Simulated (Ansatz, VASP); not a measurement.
# Two plane-wave programs on WCl

```
CELL_PARAMETERS angstrom
3.08897 0.00000 0.00000
0.00000 3.08897 0.00000
0.00000 0.00000 3.08897
ATOMIC_POSITIONS crystal
W 0.50000 0.50000 0.50000
Cl 0.00000 0.00000 0.00000
```

Change from the starting cell: species swapped into the YbAg type (Pm-3m, No. 221).

Alike in both runs: functional PBE; k mesh 5 × 5 × 5; occupations gaussian, width 0.2 eV; no spin polarisation.

Ansatz relaxed the structure, and its values are those at the end. VASP's run is a single point on that final structure, the one shown.

|  | VASP | Ansatz |
| --- | --- | --- |
| version | VASP 6.6.1 | Ansatz 0.2.0 |
| potentials or method | VASP PAW PBE potentials, release 64 (W_sv, Cl), cutoff 500 eV | scalar-relativistic, plane waves, PAW |
| valence electrons in the cell | 21 | 21 |

|  | VASP | Ansatz | Ansatz less VASP |
| --- | --- | --- | --- |
| gap on the k mesh at the Fermi level (eV) | none | none | - |
| pressure (GPa) | 0.9 | 0.0 | -0.91 |

A gap of «none» marks a metal or a gap that the smearing closes. The functional is the same, so the differences come from potentials, cutoffs and numerics.

The k mesh is coarse, so the values compare programs but aren't converged. Spin-orbit coupling is off throughout.
